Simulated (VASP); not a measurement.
# ScB2P3 (P-3m1) in VASP: single point with PBE

Aim: the single point of ScB2P3 with PBE.

Everything below comes from runs of VASP 6.6.1. Logs are shortened: lines on timing, memory, paths and dates and some standing lists are left out, and cuts for length are marked.

### Step 1. The cell of the first run

Symmetry: P-3m1, No. 164, trigonal system. Conventional cell: a = 3.306 Å, b = 3.306 Å, c = 7.881 Å, α = 90.00°, β = 90.00°, γ = 120.00°. Sc (site symmetry -3m) has 6 B at 2.48 Å and 6 P at 3.02 Å and 6 Sc at 3.31 Å within 3.4 Å. Within 2.7 Å of B (site symmetry 3m) lie 3 P at 2.05 Å and 3 Sc at 2.48 Å. P (site symmetry 3m) has 3 B at 2.05 Å and 3 P at 2.49 Å within 2.7 Å. P (site symmetry -3m) has 12 P at 2.49 to 3.31 Å and 6 B at 3.03 Å within 3.4 Å.

The cell was generated, and may not be a known phase.

### Step 2. Single point, PBE

INCAR reads:

```
ALGO = Normal ; EDIFF = 1E-6
ENCUT = 500 ; GGA = PE
GGA_COMPAT = False ; ISIF = 2
ISMEAR = 0 ; LASPH = True
LCHARG = False ; LREAL = False
LWAVE = False ; NBANDS = 25
NELM = 120 ; PREC = Accurate
SIGMA = 0.2
```

KPOINTS reads:

```
k-points
0
Gamma
  4 4 3
```

POSCAR reads:

```
ScB2P3
1.0
    3.3056487877     -0.0000000023      0.0000000000
   -1.6528243919      2.8627758273      0.0000000000
    0.0000000000      0.0000000000      7.8805594626
Sc B P
1 2 3
Direct
    0.0000000000      0.0000000000      0.0000000000
    0.3333333333      0.6666666667      0.2013640838
    0.6666666667      0.3333333333      0.7986359162
    0.3333333333      0.6666666667      0.7031049181
    0.6666666667      0.3333333333      0.2968950819
    0.0000000000      0.0000000000      0.5000000000
```

Potentials or basis: VASP PAW PBE potentials, release 64 (Sc_sv, B, P).

Run with:

```
> cat potpaw_PBE.64/Sc_sv/POTCAR potpaw_PBE.64/B/POTCAR potpaw_PBE.64/P/POTCAR > POTCAR
> mpirun -np 1 vasp_std > vasp.out
```

OUTCAR:

```text
EDIFF = 1E-6
   ENCUT = 500
   GGA = PE
   ISIF = 2
   ISMEAR = 0
   LASPH = True
   LREAL = False
   NELM = 120
   PREC = Accurate

 ion  position               nearest neighbor table
   1  0.000  0.000  0.000-   2 2.48   3 2.48   3 2.48   2 2.48   3 2.48   2 2.48   4 3.02   5 3.02
                             5 3.02   4 3.02   4 3.02   5 3.02
   2  0.333  0.667  0.201-   5 2.05   5 2.05   5 2.05   1 2.48   1 2.48   1 2.48
   3  0.667  0.333  0.799-   4 2.05   4 2.05   4 2.05   1 2.48   1 2.48   1 2.48
   4  0.333  0.667  0.703-   3 2.05   3 2.05   3 2.05   6 2.49   6 2.49   6 2.49   1 3.02   1 3.02
                             1 3.02
   5  0.667  0.333  0.297-   2 2.05   2 2.05   2 2.05   6 2.49   6 2.49   6 2.49   1 3.02   1 3.02
                             1 3.02
   6  0.000  0.000  0.500-   4 2.49   5 2.49   5 2.49   4 2.49   5 2.49   4 2.49

  LATTYP: Found a hexagonal cell.
 ALAT       =     3.3056487877
 C/A-ratio  =     2.3839675564

  Lattice vectors:

 A1 = (   3.3056487877,  -0.0000000023,   0.0000000000)
 A2 = (  -1.6528243919,   2.8627758273,   0.0000000000)
 A3 = (   0.0000000000,   0.0000000000,   7.8805594626)

Analysis of symmetry for initial positions (statically):
=====================================================================
 Subroutine PRICEL returns:
 Original cell was already a primitive cell.

 Routine SETGRP: Setting up the symmetry group for a
 hexagonal supercell.

 Subroutine GETGRP returns: Found 12 space group operations
 (whereof 12 operations were pure point group operations)
 out of a pool of 24 trial point group operations.

The static configuration has the point symmetry D_3d.

Analysis of symmetry for dynamics (positions and initial velocities):
=====================================================================
 Subroutine PRICEL returns:
 Original cell was already a primitive cell.

 Routine SETGRP: Setting up the symmetry group for a
 hexagonal supercell.

 Subroutine GETGRP returns: Found 12 space group operations
 (whereof 12 operations were pure point group operations)
 out of a pool of 24 trial point group operations.

The dynamic configuration has the point symmetry D_3d.

 Subroutine INISYM returns: Found 12 space group operations
 (whereof 12 operations are pure point group operations),
 and found     1 'primitive' translations

----------------------------------------------------------------------------------------

                                     Primitive cell

  volume of cell :      74.5763

  direct lattice vectors                    reciprocal lattice vectors
     3.305648788 -0.000000002  0.000000000     0.302512476  0.174655659  0.000000000
    -1.652824392  2.862775827  0.000000000     0.000000000  0.349311319  0.000000000
     0.000000000  0.000000000  7.880559463     0.000000000  0.000000000  0.126894544

  length of vectors
     3.305648788  3.305648788  7.880559463     0.349311319  0.349311319  0.126894544

  position of ions in fractional coordinates (direct lattice)
     0.000000000  0.000000000  0.000000000
     0.333333333  0.666666667  0.201364084
     0.666666667  0.333333333  0.798635916
     0.333333333  0.666666667  0.703104918
     0.666666667  0.333333333  0.296895082
     0.000000000  0.000000000  0.500000000

  ion indices of the primitive-cell ions
   primitive index   ion index
                 1           1
                 2           2
                 3           3
                 4           4
                 5           5
                 6           6

----------------------------------------------------------------------------------------

 KPOINTS: k-points

Automatic generation of k-mesh.
 Grid dimensions read from file:
 generate k-points for:    4    4    3

 Generating k-lattice:

  Cartesian coordinates                     Fractional coordinates (reciprocal lattice)
     0.075628119  0.043663915  0.000000000     0.250000000  0.000000000  0.000000000
     0.000000000  0.087327830  0.000000000     0.000000000  0.250000000  0.000000000
     0.000000000  0.000000000  0.042298181     0.000000000  0.000000000  0.333333333

  Length of vectors
     0.087327830  0.087327830  0.042298181

  Shift w.r.t. Gamma in fractional coordinates (k-lattice)
     0.000000000  0.000000000  0.000000000

 Subroutine IBZKPT returns following result:
 ===========================================

 Found      9 irreducible k-points:

 Following reciprocal coordinates:
            Coordinates               Weight
  0.000000  0.000000  0.000000      1.000000
  0.250000  0.000000  0.000000      6.000000
  0.500000  0.000000  0.000000      3.000000
  0.250000  0.250000  0.000000      6.000000
  0.000000  0.000000  0.333333      2.000000
  0.250000  0.000000  0.333333      6.000000
  0.000000  0.250000  0.333333      6.000000
  0.500000  0.000000  0.333333      6.000000
  0.250000  0.250000  0.333333     12.000000
   k-points           NKPTS =      9   k-points in BZ     NKDIM =      9   number of bands    NBANDS=     25
   number of dos      NEDOS =    301   number of ions     NIONS =      6
   total plane-waves  NPLWV =  34560
   dimension x,y,z NGX =    24 NGY =   24 NGZ =   60
   dimension x,y,z NGXF=    48 NGYF=   48 NGZF=  120
   ions per type =               1   2   3
   NGX,Y,Z   is equivalent  to a cutoff of  12.07, 12.07, 12.66 a.u.
   NGXF,Y,Z  is equivalent  to a cutoff of  24.14, 24.14, 25.31 a.u.
 SYSTEM =  unknown system
   PREC   = accura    normal or accurate (medium, high low for compatibility)
   ISTART =      0    job   : 0-new  1-cont  2-samecut
   ICHARG =      2    charge: 1-file 2-atom 10-const
   ISPIN  =      1    spin polarized calculation?
   LNONCOLLINEAR =      F non collinear calculations
   LSORBIT =      F    spin-orbit coupling
   LASPH  =      T    aspherical Exc in radial PAW
   ENCUT  =  500.0 eV  36.75 Ry    6.06 a.u.   6.03  6.03 14.37*2*pi/ulx,y,z
   NELM   =    120;   NELMIN=  2; NELMDL= -5     # of ELM steps
   EDIFF  = 0.1E-05   stopping-criterion for ELM
   LREAL  =      F    real-space projection
   EDIFFG = 0.1E-04   stopping-criterion for IOM
   NSW    =      0    number of steps for IOM
   IBRION =     -1    ionic relax: 0-MD 1-quasi-New 2-CG
   NFREE  =      0    steps in history (QN), initial steepest desc. (CG)
   ISIF   =      2    stress and relaxation
   ISYM   =      2    0-nonsym 1-usesym 2-fastsym
   POTIM  = 0.5000    time-step for ionic-motion
   TEBEG  =    0.0;   TEEND  =   0.0 temperature during run
   PSTRESS=    0.0 pullay stress
   NELECT =      32.0000    total number of electrons
   NUPDOWN=      -1.0000    fix difference up-down
   EMIN   =  10.00;   EMAX   =-10.00  energy-range for DOS
   EFERMI =   0.00;   METHOD = LEGACY
   ISMEAR =     0;   SIGMA  =   0.20  broadening in eV -4-tet -1-fermi 0-gaus
   EFERMI_NEDOS =   21; number of points for ismear=-14 and -15
   IALGO  =     38    algorithm
   IMIX   =      4    mixing-type and parameters
     AMIX     =   0.40;   BMIX     =  1.00
     AMIX_MAG =   1.60;   BMIX_MAG =  1.00
  volume/ion in A,a.u.               =      12.43        83.88
  Fermi-wavevector in a.u.,A,eV,Ry     =   1.234784  2.333404 20.744700  1.524692
  Thomas-Fermi vector in A             =   2.369460
   LORBIT       =      0    0 simple, 1 ext, 2 COOP (PROOUT), +10 PAW based schemes
   GGA     = PE    functional components
   LHFCALC =     F    Hartree Fock is set to
   AEXX    =    0.0000 exact exchange contribution
   IVDW    =     0    specifies the selected vdW correction
   LEPSILON=     F    determine dielectric tensor
   LRPA    =     F    only Hartree local field effects (RPA)
 non-spin polarized calculation
 Gauss-broadening in eV      SIGMA  =   0.20
  energy-cutoff  :      500.00
  volume of cell :       74.58
 maximum number of plane-waves:      1914
   NGX = 13   NGY = 13   NGZ = 29

 number of electron      32.0000000 magnetization

 Free energy of the ion-electron system (eV)
  ---------------------------------------------------
  ext. energy  EPLUGINS =         0.00000000
  ---------------------------------------------------
  free energy    TOTEN  =       -35.20699226 eV

  energy without entropy =      -35.12850704  energy(sigma->0) =      -35.16774965

 E-fermi :   8.4483     XC(G=0): -11.4948

 val. band max:        8.4231171126   @ k =   0.5000   0.0000   0.0000
 cond. band min:       8.5103601171   @ k =   0.2500   0.0000   0.0000
 fundamental gap:      0.0872430045
 Fermi energy:         8.4483467460

 k-point     1 :       0.0000    0.0000    0.0000
  band No.  band energies     occupation
      1     -40.8268      2.00000
      2     -19.6346      2.00000
      3     -19.2994      2.00000
      4     -19.2994      2.00000
      5      -7.6150      2.00000
      6      -5.8609      2.00000
[... 17 lines left out ...]
     24      12.8112      0.00000
     25      13.0722      0.00000

 k-point     2 :       0.2500    0.0000    0.0000
  band No.  band energies     occupation
      1     -40.8085      2.00000
      2     -19.6022      2.00000
      3     -19.4547      2.00000
      4     -19.3345      2.00000
      5      -6.6049      2.00000
      6      -4.9809      2.00000
[... 17 lines left out ...]
     24      12.8760      0.00000
     25      14.2506      0.00000

 k-point     3 :       0.5000    0.0000    0.0000
  band No.  band energies     occupation
      1     -40.7900      2.00000
      2     -19.6056      2.00000
      3     -19.5695      2.00000
      4     -19.3693      2.00000
      5      -4.0205      2.00000
      6      -3.8187      2.00000
[... 132 lines left out ...]
 k-point     8 :       0.5000    0.0000    0.3333
  band No.  band energies     occupation
      1     -40.7900      2.00000
      2     -19.6056      2.00000
      3     -19.5695      2.00000
      4     -19.3693      2.00000
      5      -3.9781      2.00000
      6      -3.8618      2.00000
[... 17 lines left out ...]
     24      13.8727      0.00000
     25      14.0213      0.00000

 k-point     9 :       0.2500    0.2500    0.3333
  band No.  band energies     occupation
      1     -40.7901      2.00000
      2     -19.5697      2.00000
      3     -19.5474      2.00000
      4     -19.4293      2.00000
      5      -4.6583      2.00000
      6      -3.4984      2.00000
[... 17 lines left out ...]
     24      14.0348      0.00000
     25      14.3082      0.00000

------------------------ aborting loop because EDIFF is reached ----------------------------------------

  FORCE on cell =-STRESS in cart. coord.  units (eV):
  Direction    XX          YY          ZZ          XY          YZ          ZX
  --------------------------------------------------------------------------------------
  -------------------------------------------------------------------------------------
  Total       -0.1181001     -0.1181001      0.1448508      0.0000000     -0.0000000      0.0000000
  in kB       -2.5372286     -2.5372286      3.1119349      0.0000000     -0.0000000      0.0000000
  external PRESSURE =      -0.6541741 kB  Pullay stress =       0.0000000 kB

 VOLUME and BASIS-vectors are now :
 -----------------------------------------------------------------------------
  energy-cutoff  :      500.00
  volume of cell :       74.58
      direct lattice vectors                 reciprocal lattice vectors
     3.305648788 -0.000000002  0.000000000     0.302512476  0.174655659  0.000000000
    -1.652824392  2.862775827  0.000000000     0.000000000  0.349311319  0.000000000
     0.000000000  0.000000000  7.880559463     0.000000000  0.000000000  0.126894544

 POSITION                                       TOTAL-FORCE (eV/Angst)
 -----------------------------------------------------------------------------------
      0.00000      0.00000      0.00000         0.000000     -0.000000      0.000000
      0.00000      1.90852      1.58686         0.000000      0.000000      0.044288
      1.65282      0.95426      6.29370        -0.000000      0.000000     -0.044288
      0.00000      1.90852      5.54086         0.000000      0.000000      0.027453
      1.65282      0.95426      2.33970        -0.000000     -0.000000     -0.027453
      0.00000      0.00000      3.94028         0.000000     -0.000000      0.000000
 -----------------------------------------------------------------------------------
    total drift:                                0.000000      0.000000     -0.000000

  FREE ENERGIE OF THE ION-ELECTRON SYSTEM (eV)
  ---------------------------------------------------
  free  energy   TOTEN  =       -35.2069922625 eV

  energy  without entropy=      -35.1285070407  energy(sigma->0) =      -35.16774965
```

Run time: 30 s. Hardware: 1 thread of Intel Xeon 8259CL, shared host; peak memory 0.18 GiB.

Results:

| Item | Value |
| --- | --- |
| Free energy | -35.2070 eV |
| Pressure | -0.1 GPa |
| Largest force | 0.044 eV/Å |
| Band gap on the k mesh | zero (bands 16 and 17 overlap by 1.06 eV) |

Forces in eV/Å, atoms in the order of the input:
```
Sc   0.000  0.000  0.000
B    0.000  0.000  0.044
B    0.000  0.000 -0.044
P    0.000  0.000  0.027
P    0.000  0.000 -0.027
P    0.000  0.000  0.000
```

Levels at points of the mesh, in eV from the Fermi level:
```
           k point  band 14  band 15  band 16  band 17  band 18  band 19
(0.00, 0.00, 0.00)    -0.24    -0.24     0.77     0.77     0.89     2.06
(0.50, 0.00, 0.00)    -2.39    -2.03    -0.32    -0.11    -0.03     1.41
```

Caveat: the k points lie up to 0.55 Å⁻¹ apart, too coarse for converged energies and pressures of a metal.

The gap in the log of VASP goes by the Fermi energy; the results here count the filled bands.